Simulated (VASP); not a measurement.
Input of a VASP 6.6.1 run:

File POSCAR:

```
GaN
1.0
    0.0000000000      2.4337806561      2.3436406318
    2.4337806561      0.0000000000      2.3436406318
    2.4337806561      2.4337806561      0.0000000000
Ga N
1 1
Direct
    0.0000000000      0.0000000000      0.0000000000
    0.7500000000      0.7500000000      0.7500000000
```

INCAR.step1

```
  ALGO = Normal
  EDIFF = 1E-4
  ENCUT = 520
  GGA = PE
  ISMEAR = 0
  LASPH = T
  LCHARG = F
  LREAL = F
  LWAVE = T
  NBANDS = 16
  NELM = 60
  PREC = Accurate
  SIGMA = 0.05
```

File INCAR.step2:

```
  ALGO = Normal
  EDIFF = 1E-6
  ENCUT = 520
  ISIF = 2
  ISMEAR = 0
  ISTART = 1
  LASPH = T
  LCHARG = F
  LMIXTAU = T
  LREAL = F
  LWAVE = F
  METAGGA = R2SCAN
  NBANDS = 16
  NELM = 60
  PREC = Accurate
  SIGMA = 0.05
```

The input KPOINTS:

```
k-points
0
Gamma
  10 10 10
```

Potentials or basis: VASP PAW PBE potentials, release 64 (Ga_d, N).

Run with:

```bash
$ cat potpaw_PBE.64/Ga_d/POTCAR potpaw_PBE.64/N/POTCAR > POTCAR
$ cp INCAR.step1 INCAR
$ mpirun -np 1 vasp_std > vasp.out
$ cp INCAR.step2 INCAR
$ mpirun -np 1 vasp_std > vasp.out
```

(1) Estimate the band gap on the k mesh.

(2) Estimate the pressure.

Results:

(1) 0.74 eV, direct.

(2) -24.8 GPa.

Caveat: the cell differs from its parent crystal (strain +0.080 along x and y, +0.040 along z); the PAW data sets were made with another functional, which shifts forces and pressure a little.
